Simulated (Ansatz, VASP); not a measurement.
MgO in VASP and in Ansatz

```
Mg O
1.0
     0.00000   -2.13515   -2.13515
     0.00000    2.13515   -2.13515
     4.27030    0.00000    0.00000
Mg O
2 2
Direct
  0.50000 0.50000 0.50337
  0.00000 0.00000 0.99663
  0.50000 0.50000 0.02810
  0.00000 0.00000 0.47190
```

Change from the starting cell: mode 12 (519.3 1/cm) frozen in, largest displacement -0.120 Å.

Alike in both runs: task single point; functional PBE; k mesh 8 × 8 × 6; occupations gaussian, width 0.05 eV; no spin polarisation.

```csv
,VASP,Ansatz
version,VASP 6.6.1,Ansatz 0.2.0
potentials or method,"VASP PAW PBE potentials, release 64 (Mg, O), cutoff 520 eV","scalar-relativistic, plane waves, PAW"
valence electrons in the cell,16,32
```

```tsv
	VASP	Ansatz	Ansatz less VASP
gap on the k mesh at the Fermi level (eV)	4.09	4.11	+0.021
least direct gap on the mesh (eV)	4.09	4.11	+0.021
pressure (GPa)	-1.0	-0.3	+0.75
traceless stress, the component that is largest in VASP (GPa)	1.06	1.07	+0.007
rms of the force components (eV/Å)	0.814	0.804	-0.0101
```

Atom by atom the forces differ by 0.010 eV/Å (rms over components). With one functional, cell and mesh, what is left measures potentials, basis and numerics. VASP's potentials hold 16 valence electrons a cell and Ansatz's 32, so a difference there can come from the potentials and not from the codes.
